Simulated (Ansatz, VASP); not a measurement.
**WC: VASP beside Ansatz**

POSCAR

```
WC
1.0
    0.0000000000      2.1926840000      2.1926840000
    2.1926840000      0.0000000000      2.1926840000
    2.1926840000      2.1926840000      0.0000000000
W C
1 1
Direct
   -0.0241863436      0.0000000000      0.0000000000
    0.5000000000      0.5000000000      0.5000000000
```

INCAR.step1

```
SYSTEM = WC
PREC = Accurate
ENCUT = 520
ISMEAR = 0
SIGMA = 0.15
LREAL = .False.
LASPH = .True.
NELM = 80
NBANDS = 16
GGA = PE
ALGO = Normal
EDIFF = 1E-4
LWAVE = .True.
LCHARG = .False.
```

INCAR.step2

```
SYSTEM = WC
PREC = Accurate
ENCUT = 520
EDIFF = 1E-6
ISMEAR = 0
SIGMA = 0.15
LREAL = .False.
LASPH = .True.
NELM = 80
ALGO = Normal
ISIF = 2
LWAVE = .False.
LCHARG = .False.
METAGGA = R2SCAN
LMIXTAU = .True.
NBANDS = 16
ISTART = 1
```

KPOINTS

```
regular mesh
0
Gamma
  18 18 18
  0 0 0
```

Input for Ansatz:

```yaml
crystal:
  lattice:
    - [0.0, 2.192684, 2.192684]
    - [2.192684, 0.0, 2.192684]
    - [2.192684, 2.192684, 0.0]
  atoms:
    - { symbol: W, position: [-0.0241863436, 0.0, 0.0] }
    - { symbol: C, position: [0.5, 0.5, 0.5] }
basis:
  ecutwfc: 500
kpoints:
  mp_grid: { grid: [18, 18, 18] }
hamiltonian:
  xc: r2scan
scf:
  occupations: { method: gaussian, width: 0.15 }
output:
  forces: true
  stress: true
  eigenvalues: true
  write_density: true
  write_potential: true
  elf: true
  volumetric_format: npy
```

Change from the starting cell: all W atoms moved +0.075 Å, as atom 1 towards its neighbour atom 1 (W) at 3.101 Å.

Alike in both runs: task single point; functional r2SCAN; k mesh 18 × 18 × 18; occupations gaussian, width 0.15 eV; no spin polarisation.

|  | VASP | Ansatz |
| --- | --- | --- |
| version | VASP 6.6.1 | Ansatz 0.2.0 |
| potentials or method | VASP PAW PBE potentials, release 64 (W_sv, C), cutoff 520 eV | scalar-relativistic, plane waves, PAW |
| valence electrons in the cell | 18 | 18 |

|  | VASP | Ansatz | Ansatz less VASP |
| --- | --- | --- | --- |
| gap on the k mesh at the Fermi level (eV) | none | none | - |
| pressure (GPa) | -2.8 | -4.4 | -1.62 |
| traceless stress, the component that is largest in VASP (GPa) | -1.01 | -0.97 | +0.033 |
| rms of the force components (eV/Å) | 0.250 | 0.247 | -0.0028 |

VASP's potentials were made for PBE, not for r2SCAN. Atom by atom the forces differ by 0.003 eV/Å (rms over components). A gap of «none» marks a metal or a gap that the smearing closes. With one functional, cell and mesh, what is left measures potentials, basis and numerics.

Neither program's run includes spin-orbit coupling.
